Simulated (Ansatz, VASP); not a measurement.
## HfO2: VASP beside Ansatz

```
CELL_PARAMETERS angstrom
0.00000 2.55750 2.55750
2.55750 0.00000 2.55750
2.55750 2.55750 0.00000
ATOMIC_POSITIONS crystal
Hf 0.01955 0.98045 0.98045
O 0.25000 0.25000 0.25000
O 0.75000 0.75000 0.75000
```

Change from the starting cell: all Hf atoms moved -0.100 Å, as atom 1 along Cartesian [1 0 0].

Alike in both runs: task single point; functional PBE; k mesh 8 × 8 × 8; occupations gaussian, width 0.05 eV; no spin polarisation.

```csv
,VASP,Ansatz
version,VASP 6.6.1,Ansatz 0.2.0
potentials or method,"VASP PAW PBE potentials, release 64 (Hf_pv, O), cutoff 520 eV","scalar-relativistic, plane waves, PAW"
valence electrons in the cell,22,38
```

Ansatz gave:

| Property | Result |
| --- | --- |
| gap on the k mesh at the Fermi level (eV) | 3.73 |
| least direct gap on the mesh (eV) | 3.73 |
| pressure (GPa) | -1.5 |
| traceless stress, the component that is largest in VASP (GPa) | 0.07 |
| rms of the force components (eV/Å) | 0.189 |

Problem. What did VASP give for the same quantities?

Solution. gap on the k mesh at the Fermi level (eV): 3.73; least direct gap on the mesh (eV): 3.73; pressure (GPa): -5.0; traceless stress, the component that is largest in VASP (GPa): 0.10; rms of the force components (eV/Å): 0.176.

Atom by atom the forces differ by 0.013 eV/Å (rms over components). VASP's potentials hold 22 valence electrons a cell and Ansatz's 38, so a difference there can come from the potentials and not from the codes.

Neither program's run includes spin-orbit coupling.
